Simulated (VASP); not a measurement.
# AlOsF4 (P4/mmm) in VASP: notebook

Runs on AlOsF4. Level: PBE. Tasks: single point, relaxation of cell and atoms.

Everything below comes from runs of VASP 6.6.1. Logs are shortened: lines on timing, memory, paths and dates and some standing lists are left out, and cuts for length are marked.

**1. The cell of the first run**

Symmetry: P4/mmm, No. 123, tetragonal system. Conventional cell: a = 3.489 Å, b = 3.489 Å, c = 6.528 Å, α = 90.00°, β = 90.00°, γ = 90.00°. Os (site symmetry 4/mmm) has 8 F at 2.84 Å and 4 Os at 3.49 Å within 3.7 Å. Al (site symmetry 4/mmm) has 6 F at 1.74 to 1.86 Å within 2.3 Å. Within 2.3 Å of F (site symmetry mmm) lie 2 Al at 1.74 Å. F (site symmetry 4mm) has 1 Al at 1.86 Å within 2.5 Å.

**2. Single point, PBE**

The input, INCAR:

```
SYSTEM = AlOsF4
PREC = Accurate ; ENCUT = 520
EDIFF = 1E-6 ; ISMEAR = -1
SIGMA = 0.1 ; LREAL = .FALSE.
LASPH = .TRUE. ; NELM = 60
ALGO = Normal ; ISIF = 2
LWAVE = .FALSE. ; LCHARG = .FALSE.
GGA = PE ; NBANDS = 28
```

The input, KPOINTS:

```
Automatic mesh
0
G
  6 6 3
  0 0 0
```

The input, POSCAR:

```
AlOsF4
1.0
    3.4890334949      0.0000000000      0.0000000000
    0.0000000000      3.4890334949      0.0000000000
    0.0000000000      0.0000000000      6.5281446718
Os Al F
1 1 4
Direct
    0.5000000000      0.5000000000      0.5000000000
    0.0000000000      0.0000000000      0.0000000000
    0.5000000000      0.0000000000      0.0000000000
    0.0000000000      0.5000000000      0.0000000000
    0.0000000000      0.0000000000      0.2855041661
    0.0000000000      0.0000000000      0.7144958339
```

Potentials or basis: VASP PAW PBE potentials, release 64 (Os, Al, F).

On the command line:

```bash
cat potpaw_PBE.64/Os/POTCAR potpaw_PBE.64/Al/POTCAR potpaw_PBE.64/F/POTCAR > POTCAR
mpirun -np 1 vasp_std > vasp.out
```

OUTCAR:

```text
SYSTEM = AlOsF4
   PREC = Accurate
   ENCUT = 520
   EDIFF = 1E-6
   ISMEAR = -1
   LREAL = .FALSE.
   LASPH = .TRUE.
   NELM = 60
   ISIF = 2
   GGA = PE

 ion  position               nearest neighbor table
   1  0.500  0.500  0.500-
   2  0.000  0.000  0.000-   3 1.74   4 1.74   4 1.74   3 1.74   5 1.86   6 1.86
   3  0.500  0.000  0.000-   2 1.74   2 1.74
   4  0.000  0.500  0.000-   2 1.74   2 1.74
   5  0.000  0.000  0.286-   2 1.86
   6  0.000  0.000  0.714-   2 1.86

  LATTYP: Found a simple tetragonal cell.
 ALAT       =     3.4890334949
 C/A-ratio  =     1.8710467186

  Lattice vectors:

 A1 = (   3.4890334949,   0.0000000000,   0.0000000000)
 A2 = (   0.0000000000,   3.4890334949,   0.0000000000)
 A3 = (   0.0000000000,   0.0000000000,   6.5281446718)

Analysis of symmetry for initial positions (statically):
=====================================================================
 Subroutine PRICEL returns:
 Original cell was already a primitive cell.

 Routine SETGRP: Setting up the symmetry group for a
 simple tetragonal supercell.

 Subroutine GETGRP returns: Found 16 space group operations
 (whereof 16 operations were pure point group operations)
 out of a pool of 16 trial point group operations.

The static configuration has the point symmetry D_4h.

Analysis of symmetry for dynamics (positions and initial velocities):
=====================================================================
 Subroutine PRICEL returns:
 Original cell was already a primitive cell.

 Routine SETGRP: Setting up the symmetry group for a
 simple tetragonal supercell.

 Subroutine GETGRP returns: Found 16 space group operations
 (whereof 16 operations were pure point group operations)
 out of a pool of 16 trial point group operations.

The dynamic configuration has the point symmetry D_4h.

 Subroutine INISYM returns: Found 16 space group operations
 (whereof 16 operations are pure point group operations),
 and found     1 'primitive' translations

----------------------------------------------------------------------------------------

                                     Primitive cell

  volume of cell :      79.4694

  direct lattice vectors                    reciprocal lattice vectors
     3.489033495  0.000000000  0.000000000     0.286612324  0.000000000  0.000000000
     0.000000000  3.489033495  0.000000000     0.000000000  0.286612324  0.000000000
     0.000000000  0.000000000  6.528144672     0.000000000  0.000000000  0.153182880

  length of vectors
     3.489033495  3.489033495  6.528144672     0.286612324  0.286612324  0.153182880

  position of ions in fractional coordinates (direct lattice)
     0.500000000  0.500000000  0.500000000
     0.000000000  0.000000000  0.000000000
     0.500000000  0.000000000  0.000000000
     0.000000000  0.500000000  0.000000000
     0.000000000  0.000000000  0.285504166
     0.000000000  0.000000000  0.714495834

  ion indices of the primitive-cell ions
   primitive index   ion index
                 1           1
                 2           2
                 3           3
                 4           4
                 5           5
                 6           6

----------------------------------------------------------------------------------------

 KPOINTS: Automatic mesh

Automatic generation of k-mesh.
 Grid dimensions read from file:
 generate k-points for:    6    6    3

 Generating k-lattice:

  Cartesian coordinates                     Fractional coordinates (reciprocal lattice)
     0.047768721  0.000000000  0.000000000     0.166666667  0.000000000  0.000000000
     0.000000000  0.047768721  0.000000000     0.000000000  0.166666667  0.000000000
     0.000000000  0.000000000  0.051060960     0.000000000  0.000000000  0.333333333

  Length of vectors
     0.047768721  0.047768721  0.051060960

  Shift w.r.t. Gamma in fractional coordinates (k-lattice)
     0.000000000  0.000000000  0.000000000

 Subroutine IBZKPT returns following result:
 ===========================================

 Found     20 irreducible k-points:

 Following reciprocal coordinates:
            Coordinates               Weight
  0.000000  0.000000  0.000000      1.000000
  0.166667  0.000000  0.000000      4.000000
  0.333333  0.000000  0.000000      4.000000
  0.500000  0.000000  0.000000      2.000000
  0.166667  0.166667  0.000000      4.000000
  0.333333  0.166667  0.000000      8.000000
[... 12 lines left out ...]
  0.500000  0.333333  0.333333      8.000000
  0.500000  0.500000  0.333333      2.000000
   k-points           NKPTS =     20   k-points in BZ     NKDIM =     20   number of bands    NBANDS=     28
   number of dos      NEDOS =    301   number of ions     NIONS =      6
   total plane-waves  NPLWV =  39200
   dimension x,y,z NGX =    28 NGY =   28 NGZ =   50
   dimension x,y,z NGXF=    56 NGYF=   56 NGZF=  100
   ions per type =               1   1   4
   NGX,Y,Z   is equivalent  to a cutoff of  13.34, 13.34, 12.73 a.u.
   NGXF,Y,Z  is equivalent  to a cutoff of  26.68, 26.68, 25.47 a.u.
 SYSTEM =  AlOsF4
   PREC   = accura    normal or accurate (medium, high low for compatibility)
   ISTART =      0    job   : 0-new  1-cont  2-samecut
   ICHARG =      2    charge: 1-file 2-atom 10-const
   ISPIN  =      1    spin polarized calculation?
   LNONCOLLINEAR =      F non collinear calculations
   LSORBIT =      F    spin-orbit coupling
   LASPH  =      T    aspherical Exc in radial PAW
   ENCUT  =  520.0 eV  38.22 Ry    6.18 a.u.   6.49  6.49 12.14*2*pi/ulx,y,z
   NELM   =     60;   NELMIN=  2; NELMDL= -5     # of ELM steps
   EDIFF  = 0.1E-05   stopping-criterion for ELM
   LREAL  =      F    real-space projection
   EDIFFG = 0.1E-04   stopping-criterion for IOM
   NSW    =      0    number of steps for IOM
   IBRION =     -1    ionic relax: 0-MD 1-quasi-New 2-CG
   NFREE  =      0    steps in history (QN), initial steepest desc. (CG)
   ISIF   =      2    stress and relaxation
   ISYM   =      2    0-nonsym 1-usesym 2-fastsym
   POTIM  = 0.5000    time-step for ionic-motion
   TEBEG  =    0.0;   TEEND  =   0.0 temperature during run
   PSTRESS=    0.0 pullay stress
   NELECT =      39.0000    total number of electrons
   NUPDOWN=      -1.0000    fix difference up-down
   EMIN   =  10.00;   EMAX   =-10.00  energy-range for DOS
   EFERMI =   0.00;   METHOD = LEGACY
   ISMEAR =    -1;   SIGMA  =   0.10  broadening in eV -4-tet -1-fermi 0-gaus
   EFERMI_NEDOS =   21; number of points for ismear=-14 and -15
   IALGO  =     38    algorithm
   IMIX   =      4    mixing-type and parameters
     AMIX     =   0.40;   BMIX     =  1.00
     AMIX_MAG =   1.60;   BMIX_MAG =  1.00
  volume/ion in A,a.u.               =      13.24        89.38
  Fermi-wavevector in a.u.,A,eV,Ry     =   1.291308  2.440217 22.687377  1.667475
  Thomas-Fermi vector in A             =   2.423085
   LORBIT       =      0    0 simple, 1 ext, 2 COOP (PROOUT), +10 PAW based schemes
   GGA     = PE    functional components
   LHFCALC =     F    Hartree Fock is set to
   AEXX    =    0.0000 exact exchange contribution
   IVDW    =     0    specifies the selected vdW correction
   LEPSILON=     F    determine dielectric tensor
   LRPA    =     F    only Hartree local field effects (RPA)
 non-spin polarized calculation
  energy-cutoff  :      520.00
  volume of cell :       79.47
 maximum number of plane-waves:      2172
 NGX is ok and might be reduce to    28
   NGX = 13   NGY = 13   NGZ = 25

 number of electron      39.0000005 magnetization

 Free energy of the ion-electron system (eV)
  ---------------------------------------------------
  ext. energy  EPLUGINS =         0.00000000
  ---------------------------------------------------
  free energy    TOTEN  =       -30.65273114 eV

  energy without entropy =      -30.28100239  energy(sigma->0) =      -30.46686677

 E-fermi :   2.7210     XC(G=0): -10.0109

 val. band max:        2.7201663376   @ k =   0.5000   0.0000   0.0000
 cond. band min:       2.7258799825   @ k =   0.5000   0.0000   0.3333
 fundamental gap:      0.0057136449
 Fermi energy:         2.7210444086

 k-point     1 :       0.0000    0.0000    0.0000
  band No.  band energies     occupation
      1     -23.0314      2.00000
      2     -21.6299      2.00000
      3     -20.4675      2.00000
      4     -20.4640      2.00000
      5      -5.9108      2.00000
      6      -5.9108      2.00000
[... 20 lines left out ...]
     27      14.8963      0.00000
     28      16.6552      0.00000

 k-point     2 :       0.1667    0.0000    0.0000
  band No.  band energies     occupation
      1     -22.9302      2.00000
      2     -21.7072      2.00000
      3     -20.4644      2.00000
      4     -20.4587      2.00000
      5      -5.9929      2.00000
      6      -5.8142      2.00000
[... 20 lines left out ...]
     27      15.0693      0.00000
     28      15.6788      0.00000

 k-point     3 :       0.3333    0.0000    0.0000
  band No.  band energies     occupation
      1     -22.6603      2.00000
      2     -21.9316      2.00000
      3     -20.4633      2.00000
      4     -20.4411      2.00000
      5      -6.1057      2.00000
      6      -5.5919      2.00000
[... 20 lines left out ...]
     27      14.6085      0.00000
     28      15.3166      0.00000

 k-point     4 :       0.5000    0.0000    0.0000
  band No.  band energies     occupation
      1     -22.3777      2.00000
      2     -22.1923      2.00000
      3     -20.4619      2.00000
      4     -20.4323      2.00000
      5      -6.1393      2.00000
      6      -5.4597      2.00000
[... 20 lines left out ...]
     27      14.1007      0.00000
     28      15.3926      0.00000

 k-point     5 :       0.1667    0.1667    0.0000
  band No.  band energies     occupation
      1     -22.8361      2.00000
      2     -21.7685      2.00000
      3     -20.4690      2.00000
      4     -20.4496      2.00000
      5      -6.3955      2.00000
      6      -5.3849      2.00000
[... 20 lines left out ...]
     27      14.2993      0.00000
     28      15.3921      0.00000

 k-point     6 :       0.3333    0.1667    0.0000
  band No.  band energies     occupation
      1     -22.5869      2.00000
      2     -21.9524      2.00000
      3     -20.4767      2.00000
      4     -20.4310      2.00000
      5      -6.7243      2.00000
      6      -4.9650      2.00000
[... 339 lines left out ...]
      5      -6.8043      2.00000
      6      -4.7702      2.00000
[... 20 lines left out ...]
     27      13.9415      0.00000
     28      14.6335      0.00000

 k-point    18 :       0.3333    0.3333    0.3333
  band No.  band energies     occupation
      1     -22.4010      2.00000
      2     -22.0296      2.00000
      3     -20.5075      2.00000
      4     -20.4116      2.00000
      5      -7.2901      2.00000
      6      -4.3416      2.00000
[... 20 lines left out ...]
     27      14.2666      0.00000
     28      14.3531      0.00000

 k-point    19 :       0.5000    0.3333    0.3333
  band No.  band energies     occupation
      1     -22.2121      2.00000
      2     -22.1631      2.00000
      3     -20.5054      2.00000
      4     -20.4191      2.00000
      5      -7.5128      2.00000
      6      -4.5403      2.00000
[... 20 lines left out ...]
     27      13.5638      0.00000
     28      14.1012      0.00000

 k-point    20 :       0.5000    0.5000    0.3333
  band No.  band energies     occupation
      1     -22.1534      2.00000
      2     -22.1534      2.00000
      3     -20.5118      2.00000
      4     -20.4261      2.00000
      5      -7.7795      2.00000
      6      -4.7745      2.00000
[... 20 lines left out ...]
     27      13.3468      0.00000
     28      13.7594      0.00000

------------------------ aborting loop because EDIFF is reached ----------------------------------------

  FORCE on cell =-STRESS in cart. coord.  units (eV):
  Direction    XX          YY          ZZ          XY          YZ          ZX
  --------------------------------------------------------------------------------------
  -------------------------------------------------------------------------------------
  Total       -0.0410811     -0.0410811     -0.0648338      0.0000000      0.0000000     -0.0000000
  in kB       -0.8282322     -0.8282322     -1.3071104      0.0000000      0.0000000     -0.0000000
  external PRESSURE =      -0.9878583 kB  Pullay stress =       0.0000000 kB

 VOLUME and BASIS-vectors are now :
 -----------------------------------------------------------------------------
  energy-cutoff  :      520.00
  volume of cell :       79.47
      direct lattice vectors                 reciprocal lattice vectors
     3.489033495  0.000000000  0.000000000     0.286612324  0.000000000  0.000000000
     0.000000000  3.489033495  0.000000000     0.000000000  0.286612324  0.000000000
     0.000000000  0.000000000  6.528144672     0.000000000  0.000000000  0.153182880

 POSITION                                       TOTAL-FORCE (eV/Angst)
 -----------------------------------------------------------------------------------
      1.74452      1.74452      3.26407         0.000000      0.000000      0.000000
      0.00000      0.00000      0.00000         0.000000      0.000000      0.000000
      1.74452      0.00000      0.00000         0.000000      0.000000      0.000000
      0.00000      1.74452      0.00000         0.000000      0.000000      0.000000
      0.00000      0.00000      1.86381        -0.000000     -0.000000      0.037286
      0.00000      0.00000      4.66433         0.000000     -0.000000     -0.037286
 -----------------------------------------------------------------------------------
    total drift:                                0.000000      0.000000     -0.000000

  FREE ENERGIE OF THE ION-ELECTRON SYSTEM (eV)
  ---------------------------------------------------
  free  energy   TOTEN  =       -30.6527311449 eV

  energy  without entropy=      -30.2810023885  energy(sigma->0) =      -30.46686677
```

Run time: 17 s. Hardware: 1 thread of Intel Xeon 6975P-C (Granite Rapids), shared host; peak memory 0.2 GiB.

What came out:

| Quantity | Value |
| --- | --- |
| Free energy | -30.6527 eV |
| Pressure | -0.1 GPa |
| Largest force | 0.037 eV/Å |

Forces in eV/Å, atoms in the order of the input:
```
Os   0.000  0.000  0.000
Al   0.000  0.000  0.000
F    0.000  0.000  0.000
F    0.000  0.000  0.000
F    0.000  0.000  0.037
F    0.000  0.000 -0.037
```

Caveat: spin-orbit coupling is left out, which moves the levels of the heavy elements; an odd number of electrons without spin polarisation forces a metal; a magnetic or distorted state may lie lower.

(Part 1 of 2 ends here.)
